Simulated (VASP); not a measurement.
# SrO (Fm-3m) in VASP: single point with r2SCAN

Aim: the single point of SrO with r2SCAN.

Everything below comes from runs of VASP 6.6.1. Logs are shortened: lines on timing, memory, paths and dates and some standing lists are left out, and cuts for length are marked.

## Step 1: The cell of the first run

The structure is cubic, space group Fm-3m (No. 225). The conventional cell has a = 5.161 Å, b = 5.161 Å, c = 5.161 Å, α = 90.00°, β = 90.00°, γ = 90.00°. Within 3.4 Å of Sr (site symmetry m-3m) lie 6 O at 2.58 Å. Within 3.4 Å of O (site symmetry m-3m) lie 6 Sr at 2.58 Å.

## Step 2: Single point, r2SCAN

Input file POSCAR:

```
SrO
1.0
    0.0000000000      2.5803147778      2.5803147778
    2.5803147778      0.0000000000      2.5803147778
    2.5803147778      2.5803147778      0.0000000000
Sr O
1 1
Direct
    0.5000000000      0.5000000000      0.5000000000
    0.0000000000      0.0000000000      0.0000000000
```

Input file INCAR.step1:

```
SYSTEM = SrO
  PREC = Accurate
  ENCUT = 520
  ISMEAR = 0
  SIGMA = 0.01
  LREAL = .False.
  LASPH = .True.
  NELM = 60
  NBANDS = 15
  GGA = PE
  ALGO = Normal
  EDIFF = 1E-4
  LWAVE = .True.
  LCHARG = .False.
```

Input file INCAR.step2:

```
SYSTEM = SrO
  PREC = Accurate
  ENCUT = 520
  EDIFF = 1E-6
  ISMEAR = 0
  SIGMA = 0.01
  LREAL = .False.
  LASPH = .True.
  NELM = 60
  ALGO = Normal
  ISIF = 2
  LWAVE = .False.
  LCHARG = .True.
  METAGGA = R2SCAN
  LMIXTAU = .True.
  LELF = .True.
  LVHAR = .True.
  NBANDS = 15
  ISTART = 1
```

Input file KPOINTS:

```
regular mesh
0
Gamma
  8 8 8
  0 0 0
```

Potentials or basis: VASP PAW PBE potentials, release 64 (Sr_sv, O).

The run is started by

```bash
$ cat potpaw_PBE.64/Sr_sv/POTCAR potpaw_PBE.64/O/POTCAR > POTCAR
$ cp INCAR.step1 INCAR
$ mpirun -np 1 vasp_std > vasp.out
$ cp INCAR.step2 INCAR
$ mpirun -np 1 vasp_std > vasp.out
```

OUTCAR:

```text
SYSTEM = SrO
   PREC = Accurate
   ENCUT = 520
   EDIFF = 1E-6
   ISMEAR = 0
   LREAL = .False.
   LASPH = .True.
   NELM = 60
   ISIF = 2
   METAGGA = R2SCAN
   ISTART = 1

 ion  position               nearest neighbor table
   1  0.500  0.500  0.500-   2 2.58   2 2.58   2 2.58   2 2.58   2 2.58   2 2.58
   2  0.000  0.000  0.000-   1 2.58   1 2.58   1 2.58   1 2.58   1 2.58   1 2.58

  LATTYP: Found a face centered cubic cell.
 ALAT       =     5.1606295556

  Lattice vectors:

 A1 = (   0.0000000000,   2.5803147778,   2.5803147778)
 A2 = (   2.5803147778,   0.0000000000,   2.5803147778)
 A3 = (   2.5803147778,   2.5803147778,   0.0000000000)

Analysis of symmetry for initial positions (statically):
=====================================================================
 Subroutine PRICEL returns:
 Original cell was already a primitive cell.

 Routine SETGRP: Setting up the symmetry group for a
 face centered cubic supercell.

 Subroutine GETGRP returns: Found 48 space group operations
 (whereof 48 operations were pure point group operations)
 out of a pool of 48 trial point group operations.

The static configuration has the point symmetry O_h .

Analysis of symmetry for dynamics (positions and initial velocities):
=====================================================================
 Subroutine PRICEL returns:
 Original cell was already a primitive cell.

 Routine SETGRP: Setting up the symmetry group for a
 face centered cubic supercell.

 Subroutine GETGRP returns: Found 48 space group operations
 (whereof 48 operations were pure point group operations)
 out of a pool of 48 trial point group operations.

The dynamic configuration has the point symmetry O_h .

 Subroutine INISYM returns: Found 48 space group operations
 (whereof 48 operations are pure point group operations),
 and found     1 'primitive' translations

----------------------------------------------------------------------------------------

                                     Primitive cell

  volume of cell :      34.3596

  direct lattice vectors                    reciprocal lattice vectors
     0.000000000  2.580314778  2.580314778    -0.193774808  0.193774808  0.193774808
     2.580314778  0.000000000  2.580314778     0.193774808 -0.193774808  0.193774808
     2.580314778  2.580314778  0.000000000     0.193774808  0.193774808 -0.193774808

  length of vectors
     3.649116154  3.649116154  3.649116154     0.335627812  0.335627812  0.335627812

  position of ions in fractional coordinates (direct lattice)
     0.500000000  0.500000000  0.500000000
     0.000000000  0.000000000  0.000000000

  ion indices of the primitive-cell ions
   primitive index   ion index
                 1           1
                 2           2

----------------------------------------------------------------------------------------

 KPOINTS: regular mesh

Automatic generation of k-mesh.
 Grid dimensions read from file:
 generate k-points for:    8    8    8

 Generating k-lattice:

  Cartesian coordinates                     Fractional coordinates (reciprocal lattice)
    -0.024221851  0.024221851  0.024221851     0.125000000  0.000000000  0.000000000
     0.024221851 -0.024221851  0.024221851     0.000000000  0.125000000  0.000000000
     0.024221851  0.024221851 -0.024221851     0.000000000  0.000000000  0.125000000

  Length of vectors
     0.041953477  0.041953477  0.041953477

  Shift w.r.t. Gamma in fractional coordinates (k-lattice)
     0.000000000  0.000000000  0.000000000

 Subroutine IBZKPT returns following result:
 ===========================================

 Found     29 irreducible k-points:

 Following reciprocal coordinates:
            Coordinates               Weight
  0.000000  0.000000  0.000000      1.000000
  0.125000  0.000000  0.000000      8.000000
  0.250000  0.000000  0.000000      8.000000
  0.375000  0.000000  0.000000      8.000000
  0.500000  0.000000  0.000000      4.000000
  0.125000  0.125000  0.000000      6.000000
[... 16 lines left out ...]
  0.500000  0.250000  0.125000     48.000000
 -0.375000  0.250000  0.125000     24.000000
 [... further k-points ...]
   k-points           NKPTS =     29   k-points in BZ     NKDIM =     29   number of bands    NBANDS=     15
   number of dos      NEDOS =    301   number of ions     NIONS =      2
   total plane-waves  NPLWV =  21952
   dimension x,y,z NGX =    28 NGY =   28 NGZ =   28
   dimension x,y,z NGXF=    56 NGYF=   56 NGZF=   56
   ions per type =               1   1
   NGX,Y,Z   is equivalent  to a cutoff of  12.76, 12.76, 12.76 a.u.
   NGXF,Y,Z  is equivalent  to a cutoff of  25.51, 25.51, 25.51 a.u.
 SYSTEM =  SrO
   PREC   = accura    normal or accurate (medium, high low for compatibility)
   ISTART =      1    job   : 0-new  1-cont  2-samecut
   ICHARG =      0    charge: 1-file 2-atom 10-const
   ISPIN  =      1    spin polarized calculation?
   LNONCOLLINEAR =      F non collinear calculations
   LSORBIT =      F    spin-orbit coupling
   LASPH  =      T    aspherical Exc in radial PAW
   ENCUT  =  520.0 eV  38.22 Ry    6.18 a.u.   6.78  6.78  6.78*2*pi/ulx,y,z
   NELM   =     60;   NELMIN=  2; NELMDL=  0     # of ELM steps
   EDIFF  = 0.1E-05   stopping-criterion for ELM
   LREAL  =      F    real-space projection
   EDIFFG = 0.1E-04   stopping-criterion for IOM
   NSW    =      0    number of steps for IOM
   IBRION =     -1    ionic relax: 0-MD 1-quasi-New 2-CG
   NFREE  =      0    steps in history (QN), initial steepest desc. (CG)
   ISIF   =      2    stress and relaxation
   ISYM   =      2    0-nonsym 1-usesym 2-fastsym
   POTIM  = 0.5000    time-step for ionic-motion
   TEBEG  =    0.0;   TEEND  =   0.0 temperature during run
   PSTRESS=    0.0 pullay stress
   NELECT =      16.0000    total number of electrons
   NUPDOWN=      -1.0000    fix difference up-down
   EMIN   =  10.00;   EMAX   =-10.00  energy-range for DOS
   EFERMI =   0.00;   METHOD = LEGACY
   ISMEAR =     0;   SIGMA  =   0.01  broadening in eV -4-tet -1-fermi 0-gaus
   EFERMI_NEDOS =   21; number of points for ismear=-14 and -15
   IALGO  =     38    algorithm
   IMIX   =      4    mixing-type and parameters
     AMIX     =   0.40;   BMIX     =  1.00
     AMIX_MAG =   1.60;   BMIX_MAG =  1.00
  volume/ion in A,a.u.               =      17.18       115.94
  Fermi-wavevector in a.u.,A,eV,Ry     =   1.268914  2.397899 21.907317  1.610142
  Thomas-Fermi vector in A             =   2.401983
   LORBIT       =      0    0 simple, 1 ext, 2 COOP (PROOUT), +10 PAW based schemes
   METAGGA = R2SCAN    functional components
   LHFCALC =     F    Hartree Fock is set to
   AEXX    =    0.0000 exact exchange contribution
   IVDW    =     0    specifies the selected vdW correction
   LEPSILON=     F    determine dielectric tensor
   LRPA    =     F    only Hartree local field effects (RPA)
 non-spin polarized calculation
 Gauss-broadening in eV      SIGMA  =   0.01
  energy-cutoff  :      520.00
  volume of cell :       34.36
 maximum number of plane-waves:       941
   NGX = 13   NGY = 13   NGZ = 13

 number of electron      15.9999998 magnetization

 Free energy of the ion-electron system (eV)
  ---------------------------------------------------
  ext. energy  EPLUGINS =         0.00000000
  ---------------------------------------------------
  free energy    TOTEN  =       -27.05578731 eV

  energy without entropy =      -27.05578731  energy(sigma->0) =      -27.05578731

 E-fermi :   1.3542     XC(G=0): -10.5302

 val. band max:        1.2916747062   @ k =   0.0000   0.0000   0.0000
 cond. band min:       5.0396014371   @ k =   0.5000   0.5000   0.0000
 fundamental gap:      3.7479267309
 Fermi energy:         1.3541687282

 k-point     1 :       0.0000    0.0000    0.0000
  band No.  band energies     occupation
      1     -32.2194      2.00000
      2     -14.7231      2.00000
      3     -13.2537      2.00000
      4     -13.2537      2.00000
      5     -13.2537      2.00000
      6       1.2917      2.00000
      7       1.2917      2.00000
      8       1.2917      2.00000
      9       5.8702      0.00000
     10       8.0444      0.00000
     11       8.0444      0.00000
     12       8.0444      0.00000
     13      10.3410      0.00000
     14      10.3410      0.00000
     15      14.5342      0.00000

 k-point     2 :       0.1250    0.0000    0.0000
  band No.  band energies     occupation
      1     -32.2002      2.00000
      2     -15.0108      2.00000
      3     -13.2649      2.00000
      4     -13.2649      2.00000
      5     -13.0129      2.00000
      6       0.8691      2.00000
      7       1.1020      2.00000
      8       1.1020      2.00000
      9       6.5497      0.00000
     10       7.8836      0.00000
     11       8.3528      0.00000
     12       8.3528      0.00000
     13      10.7470      0.00000
     14      10.7470      0.00000
     15      15.5439      0.00000

 k-point     3 :       0.2500    0.0000    0.0000
  band No.  band energies     occupation
      1     -32.1535      2.00000
      2     -15.5186      2.00000
      3     -13.2915      2.00000
      4     -13.2915      2.00000
      5     -12.6201      2.00000
      6       0.0726      2.00000
      7       0.6888      2.00000
      8       0.6888      2.00000
      9       7.7947      0.00000
     10       8.0917      0.00000
     11       9.1897      0.00000
     12       9.1897      0.00000
     13      11.7675      0.00000
     14      11.7675      0.00000
     15      17.5526      0.00000
[... 343 lines left out ...]
 k-point    23 :       0.5000    0.2500    0.1250
  band No.  band energies     occupation
      1     -32.0822      2.00000
      2     -15.6918      2.00000
      3     -13.5983      2.00000
      4     -13.4193      2.00000
      5     -12.6025      2.00000
      6      -0.2007      2.00000
      7       0.3788      2.00000
      8       0.7826      2.00000
      9       7.3528      0.00000
     10       9.0293      0.00000
     11      10.8146      0.00000
     12      10.9289      0.00000
     13      13.0323      0.00000
     14      13.9722      0.00000
     15      16.4633      0.00000

 k-point    24 :      -0.3750    0.2500    0.1250
  band No.  band energies     occupation
      1     -32.0665      2.00000
      2     -15.7535      2.00000
      3     -13.6186      2.00000
      4     -13.4736      2.00000
      5     -12.5760      2.00000
      6      -0.2339      2.00000
      7       0.4450      2.00000
      8       0.5196      2.00000
      9       8.1662      0.00000
     10       8.5390      0.00000
     11      11.2167      0.00000
     12      11.3555      0.00000
     13      13.5471      0.00000
     14      14.8580      0.00000
     15      15.5490      0.00000

 [... further k-points ...]

------------------------ aborting loop because EDIFF is reached ----------------------------------------

  FORCE on cell =-STRESS in cart. coord.  units (eV):
  Direction    XX          YY          ZZ          XY          YZ          ZX
  --------------------------------------------------------------------------------------
  -------------------------------------------------------------------------------------
  Total        0.1030283      0.1030283      0.1030283      0.0000000      0.0000000      0.0000000
  in kB        4.8041788      4.8041788      4.8041788      0.0000000      0.0000000      0.0000000
  external PRESSURE =       4.8041788 kB  Pullay stress =       0.0000000 kB

 VOLUME and BASIS-vectors are now :
 -----------------------------------------------------------------------------
  energy-cutoff  :      520.00
  volume of cell :       34.36
      direct lattice vectors                 reciprocal lattice vectors
     0.000000000  2.580314778  2.580314778    -0.193774808  0.193774808  0.193774808
     2.580314778  0.000000000  2.580314778     0.193774808 -0.193774808  0.193774808
     2.580314778  2.580314778  0.000000000     0.193774808  0.193774808 -0.193774808

 POSITION                                       TOTAL-FORCE (eV/Angst)
 -----------------------------------------------------------------------------------
      2.58031      2.58031      2.58031         0.000000      0.000000      0.000000
      0.00000      0.00000      0.00000         0.000000      0.000000      0.000000
 -----------------------------------------------------------------------------------
    total drift:                                0.000000      0.000000      0.000000

  FREE ENERGIE OF THE ION-ELECTRON SYSTEM (eV)
  ---------------------------------------------------
  free  energy   TOTEN  =       -27.0557873100 eV

  energy  without entropy=      -27.0557873100  energy(sigma->0) =      -27.05578731
```

Run time: 45 s. Hardware: 1 thread of AMD EPYC 9R45 (Zen 5), shared host; peak memory 0.14 GiB.

What came out:

```yaml
Free_energy: -27.0558 eV
Pressure: 0.5 GPa
Band_gap_on_the_k_mesh: 3.75 eV, indirect (least direct gap 3.84 eV)
```

Caveat: the PAW data sets were made with another functional, which shifts forces and pressure a little.
